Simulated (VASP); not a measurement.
# Au (Fm-3m) in VASP: notebook

Au is run at these levels: PBEsol, PBE exchange alone, PBE; tasks: single point.

Program: VASP 6.6.1. These are calculated values, not measurements. Logs are shortened: lines on timing, memory, paths and dates and some standing lists are left out, and cuts for length are marked.

**1. The cell of the first run**

It takes space group Fm-3m (No. 225, cubic). Conventional cell: a = 4.070 Å, b = 4.070 Å, c = 4.070 Å, α = 90.00°, β = 90.00°, γ = 90.00°. Within 3.8 Å of Au (site symmetry m-3m) lie 12 Au at 2.88 Å.

**2. Single point, PBEsol**

INCAR reads:

```
PREC     = Accurate       # precision mode
ENCUT    = 520            # plane-wave cutoff, eV
EDIFF    = 1E-7           # SCF threshold, eV
ISMEAR   = 1              # smearing method
SIGMA    = 0.1            # smearing width, eV
LREAL    = F              # projectors in reciprocal space
LASPH    = T              # aspherical terms in the spheres
NELM     = 100            # most SCF steps
ALGO     = Normal         # electronic algorithm
ISIF     = 2              # what is computed and relaxed
LWAVE    = F              # write WAVECAR
LCHARG   = F              # write CHGCAR
GGA      = PS             # functional
NBANDS   = 12             # bands
```

KPOINTS reads:

```
regular mesh
0
Gamma
  9 9 9
```

POSCAR reads:

```
Au
1.0
    0.0000000000      2.0350000000      2.0350000000
    2.0350000000      0.0000000000      2.0350000000
    2.0350000000      2.0350000000      0.0000000000
Au
1
Direct
    0.0000000000      0.0000000000      0.0000000000
```

Potentials or basis: VASP PAW PBE potentials, release 64 (Au).

On the command line:

```
$ cat potpaw_PBE.64/Au/POTCAR > POTCAR
$ mpirun -np 1 vasp_std > vasp.out
```

OUTCAR:

```text
PREC = Accurate
   ENCUT = 520
   EDIFF = 1E-7
   ISMEAR = 1
   LREAL = F
   LASPH = T
   NELM = 100
   ISIF = 2
   GGA = PS

 ion  position               nearest neighbor table
   1  0.000  0.000  0.000-

  LATTYP: Found a face centered cubic cell.
 ALAT       =     4.0700000000

  Lattice vectors:

 A1 = (   0.0000000000,   2.0350000000,   2.0350000000)
 A2 = (   2.0350000000,   0.0000000000,   2.0350000000)
 A3 = (   2.0350000000,   2.0350000000,   0.0000000000)

Analysis of symmetry for initial positions (statically):
=====================================================================
 Subroutine PRICEL returns:
 Original cell was already a primitive cell.

 Routine SETGRP: Setting up the symmetry group for a
 face centered cubic supercell.

 Subroutine GETGRP returns: Found 48 space group operations
[... 9 lines left out ...]

 Routine SETGRP: Setting up the symmetry group for a
 face centered cubic supercell.

 Subroutine GETGRP returns: Found 48 space group operations
[... 11 lines left out ...]
                                     Primitive cell

  volume of cell :      16.8548

  direct lattice vectors                    reciprocal lattice vectors
     0.000000000  2.035000000  2.035000000    -0.245700246  0.245700246  0.245700246
     2.035000000  0.000000000  2.035000000     0.245700246 -0.245700246  0.245700246
     2.035000000  2.035000000  0.000000000     0.245700246  0.245700246 -0.245700246

  length of vectors
     2.877924599  2.877924599  2.877924599     0.425565309  0.425565309  0.425565309

  position of ions in fractional coordinates (direct lattice)
     0.000000000  0.000000000  0.000000000

  ion indices of the primitive-cell ions
   primitive index   ion index
                 1           1

----------------------------------------------------------------------------------------

 KPOINTS: regular mesh

Automatic generation of k-mesh.
 Grid dimensions read from file:
 generate k-points for:    9    9    9

 Generating k-lattice:

  Cartesian coordinates                     Fractional coordinates (reciprocal lattice)
    -0.027300027  0.027300027  0.027300027     0.111111111  0.000000000  0.000000000
     0.027300027 -0.027300027  0.027300027     0.000000000  0.111111111  0.000000000
     0.027300027  0.027300027 -0.027300027     0.000000000  0.000000000  0.111111111

  Length of vectors
     0.047285034  0.047285034  0.047285034

[... 58 lines left out ...]
   NFREE  =      0    steps in history (QN), initial steepest desc. (CG)
   ISIF   =      2    stress and relaxation
   ISYM   =      2    0-nonsym 1-usesym 2-fastsym
   POTIM  = 0.5000    time-step for ionic-motion
   TEBEG  =    0.0;   TEEND  =   0.0 temperature during run
   PSTRESS=    0.0 pullay stress
   NELECT =      11.0000    total number of electrons
   NUPDOWN=      -1.0000    fix difference up-down
   EMIN   =  10.00;   EMAX   =-10.00  energy-range for DOS
   EFERMI =   0.00;   METHOD = LEGACY
   ISMEAR =     1;   SIGMA  =   0.10  broadening in eV -4-tet -1-fermi 0-gaus
   EFERMI_NEDOS =   21; number of points for ismear=-14 and -15
   IALGO  =     38    algorithm
   IMIX   =      4    mixing-type and parameters
     AMIX     =   0.40;   BMIX     =  1.00
     AMIX_MAG =   1.60;   BMIX_MAG =  1.00
  volume/ion in A,a.u.               =      16.85       113.74
  Fermi-wavevector in a.u.,A,eV,Ry     =   1.420032  2.683470 27.436005  2.016489
  Thomas-Fermi vector in A             =   2.540990
   LORBIT       =      0    0 simple, 1 ext, 2 COOP (PROOUT), +10 PAW based schemes
   GGA     = PS    functional components
   LHFCALC =     F    Hartree Fock is set to
   AEXX    =    0.0000 exact exchange contribution
   IVDW    =     0    specifies the selected vdW correction
   LEPSILON=     F    determine dielectric tensor
   LRPA    =     F    only Hartree local field effects (RPA)
 non-spin polarized calculation
 Methfessel and Paxton  Order N= 1 SIGMA  =   0.10
  energy-cutoff  :      520.00
  volume of cell :       16.85
 maximum number of plane-waves:       465
 NGX is ok and might be reduce to    24
   NGX = 11   NGY = 11   NGZ = 11

 number of electron      10.9999999 magnetization

 Free energy of the ion-electron system (eV)
  ---------------------------------------------------
  ext. energy  EPLUGINS =         0.00000000
  ---------------------------------------------------
  free energy    TOTEN  =        -3.94766777 eV

  energy without entropy =       -3.94749800  energy(sigma->0) =       -3.94761118

 E-fermi :   9.4337     XC(G=0): -12.9488

 val. band max:        9.0664250982   @ k =   0.4444   0.3333   0.0000
 cond. band min:       9.4648936420   @ k =   0.4444   0.4444   0.0000
 fundamental gap:      0.3984685438
 Fermi energy:         9.4337385987

 k-point     1 :       0.0000    0.0000    0.0000
  band No.  band energies     occupation
      1      -0.5745      2.00000
      2       4.7301      2.00000
      3       4.7301      2.00000
      4       4.7301      2.00000
      5       6.2890      2.00000
      6       6.2890      2.00000
      7      23.9502      0.00000
      8      28.0051      0.00000
      9      28.0051      0.00000
     10      28.0051      0.00000
     11      32.9068      0.00000
     12      37.6979      0.00000
[... 331 lines left out ...]
 k-point    24 :       0.4444    0.4444    0.0000
  band No.  band energies     occupation
      1       2.3375      2.00000
      2       2.6735      2.00000
      3       7.4354      2.00000
      4       7.7020      2.00000
      5       7.7020      2.00000
      6       9.4649      0.49999
      7      16.4708      0.00000
      8      19.7560      0.00000
      9      19.7560      0.00000
     10      26.6343      0.00000
     11      29.2668      0.00000
     12      37.2228      0.00000

 [... further k-points ...]

------------------------ aborting loop because EDIFF is reached ----------------------------------------

  FORCE on cell =-STRESS in cart. coord.  units (eV):
  Direction    XX          YY          ZZ          XY          YZ          ZX
  --------------------------------------------------------------------------------------
  -------------------------------------------------------------------------------------
  Total        0.1417396      0.1417396      0.1417396     -0.0000000     -0.0000000      0.0000000
  in kB       13.4734443     13.4734443     13.4734443     -0.0000000     -0.0000000      0.0000000
  external PRESSURE =      13.4734443 kB  Pullay stress =       0.0000000 kB

 VOLUME and BASIS-vectors are now :
 -----------------------------------------------------------------------------
  energy-cutoff  :      520.00
  volume of cell :       16.85
      direct lattice vectors                 reciprocal lattice vectors
     0.000000000  2.035000000  2.035000000    -0.245700246  0.245700246  0.245700246
     2.035000000  0.000000000  2.035000000     0.245700246 -0.245700246  0.245700246
     2.035000000  2.035000000  0.000000000     0.245700246  0.245700246 -0.245700246

 POSITION                                       TOTAL-FORCE (eV/Angst)
 -----------------------------------------------------------------------------------
      0.00000      0.00000      0.00000         0.000000      0.000000      0.000000
 -----------------------------------------------------------------------------------
    total drift:                               -0.000000      0.000000     -0.000000

  FREE ENERGIE OF THE ION-ELECTRON SYSTEM (eV)
  ---------------------------------------------------
  free  energy   TOTEN  =        -3.9476677679 eV

  energy  without entropy=       -3.9474980042  energy(sigma->0) =       -3.94761118
```

Run time: 11 s. Hardware: 1 thread of Intel Xeon 8259CL, shared host; peak memory 0.14 GiB.

Results:

```
Free energy : -3.9477 eV
Pressure    : 1.3 GPa
```

Caveat: the PAW data sets were made with another functional, which shifts forces and pressure a little; spin-orbit coupling is left out, which moves the levels of the heavy elements.

**3. Single point, PBEsol**

INCAR reads:

```
SYSTEM = Au
PREC = Accurate ; ENCUT = 520
EDIFF = 1E-6 ; ISMEAR = 1
SIGMA = 0.1 ; LREAL = .False.
LASPH = .True. ; NELM = 80
ALGO = Normal ; ISIF = 2
LWAVE = .False. ; LCHARG = .True.
GGA = PS ; LELF = .True.
LVHAR = .True. ; NBANDS = 12
```

KPOINTS reads:

```
Automatic mesh
0
Gamma
  9 9 9
  0 0 0
```

POSCAR is that of step 2.

Potentials or basis: VASP PAW PBE potentials, release 64 (Au).

On the command line:

```
$ cat potpaw_PBE.64/Au/POTCAR > POTCAR
$ mpirun -np 1 vasp_std > vasp.out
```

Wall time 12 s (1 thread of Intel Xeon 8259CL, shared host); peak memory 0.14 GiB.

The run converged. Its results:

| Property | Result |
| --- | --- |
| Free energy | -3.9477 eV |
| Pressure | 1.3 GPa |

Levels at points of the mesh, in eV from the Fermi level:
```csv
k point,band 4,band 5,band 6,band 7,band 8,band 9
"(0.00, 0.00, 0.00)",-4.70,-3.14,-3.14,14.52,18.57,18.57
```

Caveat: the PAW data sets were made with another functional, which shifts forces and pressure a little; spin-orbit coupling is left out, which moves the levels of the heavy elements.

**4. Single point, PBE exchange alone**

INCAR reads:

```
AGGAC = 0.0 ; ALDAC = 0.0
ALGO = Fast ; EDIFF = 1E-6
ENCUT = 520 ; GGA = PE
ISIF = 2 ; ISMEAR = -1
LASPH = True ; LCHARG = False
LREAL = False ; LWAVE = False
NBANDS = 12 ; NELM = 80
PREC = Accurate ; SIGMA = 0.05
```

KPOINTS reads:

```
k-points
0
Gamma
  11 11 11
```

POSCAR is that of step 3.

On the command line:

```
$ cat potpaw_PBE.64/Au/POTCAR > POTCAR
$ mpirun -np 1 vasp_std > vasp.out
```

Run time: 10 s. Hardware: 1 thread of Intel Xeon Platinum 8488C (Sapphire Rapids), shared host; peak memory 0.14 GiB.

It converged, with:

* Free energy: -1.3030 eV
* Pressure: 36.4 GPa

Levels at points of the mesh, in eV from the Fermi level:
```csv
k point,band 2,band 3,band 4,band 5,band 6,band 7,band 8,band 9,band 10,band 11
"(0.00, 0.00, 0.00)",-4.88,-4.88,-4.88,-3.34,-3.34,14.63,18.52,18.52,18.52,23.92
```

Caveat: spin-orbit coupling is left out, which moves the levels of the heavy elements.

**5. Single point, PBE, non-collinear spin, zero start, spin-orbit coupling**

INCAR reads:

```
  ALGO = Normal
  EDIFF = 1E-7
  ENCUT = 520
  GGA = PE
  GGA_COMPAT = F
  ISIF = 2
  ISMEAR = -1
  LASPH = T
  LCHARG = T
  LMAXMIX = 4
  LORBIT = 11
  LORBMOM = T
  LREAL = F
  LSORBIT = T
  LVHAR = T
  LWAVE = F
  MAGMOM = 0 0 0
  NBANDS = 22
  NELM = 150
  PREC = Accurate
  SIGMA = 0.05
```

KPOINTS is that of step 4.

POSCAR is that of step 4.

Potentials or basis: VASP PAW PBE potentials, release 64 (Au).

On the command line:

```
$ cat potpaw_PBE.64/Au/POTCAR > POTCAR
$ mpirun -np 1 vasp_ncl > vasp.out
```

OUTCAR:

```text
EDIFF = 1E-7
   ENCUT = 520
   GGA = PE
   ISIF = 2
   ISMEAR = -1
   LASPH = T
   LORBIT = 11
   LREAL = F
   LSORBIT = T
   NELM = 150
   PREC = Accurate

 ion  position               nearest neighbor table
   1  0.000  0.000  0.000-

  LATTYP: Found a face centered cubic cell.
 ALAT       =     4.0700000000

  Lattice vectors:

 A1 = (   0.0000000000,   2.0350000000,   2.0350000000)
 A2 = (   2.0350000000,   0.0000000000,   2.0350000000)
 A3 = (   2.0350000000,   2.0350000000,   0.0000000000)

Analysis of symmetry for initial positions (statically):
=====================================================================
 Subroutine PRICEL returns:
 Original cell was already a primitive cell.

 Routine SETGRP: Setting up the symmetry group for a
 face centered cubic supercell.

 Subroutine GETGRP returns: Found 48 space group operations
[... 9 lines left out ...]

 Routine SETGRP: Setting up the symmetry group for a
 face centered cubic supercell.

 Subroutine GETGRP returns: Found 48 space group operations
 (whereof 48 operations were pure point group operations)
 out of a pool of 48 trial point group operations.

The dynamic configuration has the point symmetry O_h .

Analysis of structural, dynamic, and magnetic symmetry:
=====================================================================
 Subroutine PRICEL returns:
 Original cell was already a primitive cell.

 Routine SETGRP: Setting up the symmetry group for a
 face centered cubic supercell.

 Subroutine GETGRP returns: Found 48 space group operations
 (whereof 48 operations were pure point group operations)
 out of a pool of 48 trial point group operations.

The overall configuration has the point symmetry O_h .

 Subroutine INISYM returns: Found 48 space group operations
[... 5 lines left out ...]
                                     Primitive cell

  volume of cell :      16.8548

  direct lattice vectors                    reciprocal lattice vectors
     0.000000000  2.035000000  2.035000000    -0.245700246  0.245700246  0.245700246
     2.035000000  0.000000000  2.035000000     0.245700246 -0.245700246  0.245700246
[... 751 lines left out ...]
  external PRESSURE =      92.9815720 kB  Pullay stress =       0.0000000 kB

 VOLUME and BASIS-vectors are now :
 -----------------------------------------------------------------------------
  energy-cutoff  :      520.00
  volume of cell :       16.85
      direct lattice vectors                 reciprocal lattice vectors
     0.000000000  2.035000000  2.035000000    -0.245700246  0.245700246  0.245700246
     2.035000000  0.000000000  2.035000000     0.245700246 -0.245700246  0.245700246
     2.035000000  2.035000000  0.000000000     0.245700246  0.245700246 -0.245700246

 POSITION                                       TOTAL-FORCE (eV/Angst)
 -----------------------------------------------------------------------------------
      0.00000      0.00000      0.00000         0.000000      0.000000      0.000000
 -----------------------------------------------------------------------------------
    total drift:                               -0.000000      0.000000     -0.000000

  FREE ENERGIE OF THE ION-ELECTRON SYSTEM (eV)
  ---------------------------------------------------
  free  energy   TOTEN  =        -3.4867053118 eV

  energy  without entropy=       -3.4843091740  energy(sigma->0) =       -3.48550724

 orbital moment (x)

 # of ion     p       d       tot
 ----------------------------------------
  1         0.000  -0.000  -0.000
 ----------------------------------------
            0.000  -0.000  -0.000

 orbital moment (y)

 # of ion     p       d       tot
 ----------------------------------------
  1         0.000   0.000   0.000
 ----------------------------------------
            0.000   0.000   0.000

 orbital moment (z)

 # of ion     p       d       tot
 ----------------------------------------
  1         0.000   0.000   0.000
 ----------------------------------------
            0.000   0.000   0.000

 Spin-Orbit-Coupling matrix elements

 Ion:    1  E_soc:     -0.5860708
 l=   1
     0.0000000    -0.0270276    -0.0270276
    -0.0270276     0.0000000    -0.0270276
    -0.0270276    -0.0270276     0.0000000
 l=   2
     0.0000000    -0.0152667     0.0000000    -0.0152667    -0.0553841
    -0.0152667     0.0000000    -0.0415381    -0.0152667    -0.0138460
     0.0000000    -0.0415381     0.0000000    -0.0415381     0.0000000
    -0.0152667    -0.0152667    -0.0415381     0.0000000    -0.0138460
    -0.0553841    -0.0138460     0.0000000    -0.0138460     0.0000000
 l=   3
     0.0000000     0.0000000     0.0000000     0.0000000     0.0000000     0.0000000     0.0000000
     0.0000000     0.0000000     0.0000000     0.0000000     0.0000000     0.0000000     0.0000000
     0.0000000     0.0000000     0.0000000     0.0000000     0.0000000     0.0000000     0.0000000
     0.0000000     0.0000000     0.0000000     0.0000000     0.0000000     0.0000000     0.0000000
     0.0000000     0.0000000     0.0000000     0.0000000     0.0000000     0.0000000     0.0000000
     0.0000000     0.0000000     0.0000000     0.0000000     0.0000000     0.0000000     0.0000000
     0.0000000     0.0000000     0.0000000     0.0000000     0.0000000     0.0000000     0.0000000

 total charge

# of ion       s       p       d       tot
------------------------------------------
    1        0.544   0.381   8.746   9.671

 magnetization (x)

# of ion       s       p       d       tot
------------------------------------------
    1        0.000   0.000   0.000   0.000

 magnetization (y)

# of ion       s       p       d       tot
------------------------------------------
    1        0.000   0.000   0.000   0.000

 magnetization (z)

# of ion       s       p       d       tot
------------------------------------------
    1       -0.000   0.000   0.000   0.000
```

stdout:

```text
POSCAR found type information on POSCAR Au
 POSCAR found :  1 types and       1 ions
 scaLAPACK will be used
 LDA part: xc-table for (Slater+PW92), standard interpolation
 POSCAR, INCAR and KPOINTS ok, starting setup
 FFT: planning ... GRIDC
 FFT: planning ... GRID_SOFT
 FFT: planning ... GRID
 WAVECAR not read
 entering main loop
```

Wall time 37 s (1 thread of Intel Xeon Platinum 8488C (Sapphire Rapids), shared host); peak memory 0.21 GiB.

What came out:

- Free energy: -3.4867 eV
- Pressure: 9.3 GPa
- Net moment: 0.00 μB per cell
- Valence electrons inside the program's atomic spheres: Au 9.67

Moments on the atoms (μB; x, y, z):
```
Au  0.00 0.00 0.00
```

**6. Overview**

```csv
level,spin,k mesh,smearing,gap on the mesh (eV),pressure (GPa)
PBEsol,off,9 × 9 × 9,methfessel-paxton 0.1 eV,none,1.3
PBE exchange alone,off,11 × 11 × 11,fermi-dirac 0.05 eV,none,36.4
PBE,"non-collinear, zero start, SOC",11 × 11 × 11,fermi-dirac 0.05 eV,-,9.3
```

Alike in all rows: task single point; potentials or basis VASP PAW PBE potentials, release 64 (Au); cell as given; cutoff (eV) 520.

The pressure there spans 1.3 GPa (PBEsol) to 36.4 GPa (PBE exchange alone); a positive pressure means that this level wants a larger cell, a negative one a smaller.

Caveats: spin-orbit coupling is left out, which moves the levels of the heavy elements (some runs); the PAW data sets were made with another functional, which shifts forces and pressure a little (some runs).

Absolute energies hang on the potentials; compare differences alone.
